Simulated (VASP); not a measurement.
Write the native input for VASP 6.6.1 that does the following.

```yaml
Task: single point
Functional: PBE
Potentials_or_basis: VASP PAW PBE potentials, release 64 (Ru_pv)
Cutoff: 520 eV
k_mesh: 18 × 18 × 10
Occupations: gaussian, width 0.1 eV
Spin: no spin polarisation
Dipole_correction: no
Further_INCAR_settings: ALGO = Normal; EDIFF = 1e-06; NBANDS = 21
```

The structure of Ru lies in POSCAR:

```
Ru
1.0
    2.7197977465      0.0000000000      0.0000000000
   -1.3598988732      2.3554139416      0.0000000000
    0.0000000000      0.0000000000      4.2966597645
Ru
2
Direct
    0.3333333333      0.6666666667      0.2500000000
    0.6666666667      0.3333333333      0.7500000000
```

These files were run (other wordings do the same):

INCAR

```
PREC     = Accurate       # precision mode
ENCUT    = 520            # plane-wave cutoff, eV
EDIFF    = 1E-6           # SCF threshold, eV
ISMEAR   = 0              # smearing method
SIGMA    = 0.1            # smearing width, eV
LREAL    = False          # projectors in reciprocal space
LASPH    = True           # aspherical terms in the spheres
NELM     = 60             # most SCF steps
ALGO     = Normal         # electronic algorithm
ISIF     = 2              # what is computed and relaxed
LWAVE    = False          # write WAVECAR
LCHARG   = False          # write CHGCAR
GGA      = PE             # functional
NBANDS   = 21             # bands
```

KPOINTS

```
regular mesh
0
Gamma
  18 18 10
```

Potentials or basis: VASP PAW PBE potentials, release 64 (Ru_pv).

Launch:

```console
$ cat potpaw_PBE.64/Ru_pv/POTCAR > POTCAR
$ mpirun -np 1 vasp_std > vasp.out
```

It gave:

| Property | Result |
| --- | --- |
| Pressure | -0.1 GPa |
| Band gap on the k mesh | zero (bands 14 and 15 overlap by 3.07 eV) |

Wall time 100 s on 1 thread of Intel(R) Xeon(R) Platinum 8259CL CPU @ 2.50GHz (Skylake/Cascade Lake) (shared host), peak memory 0.21 GiB.
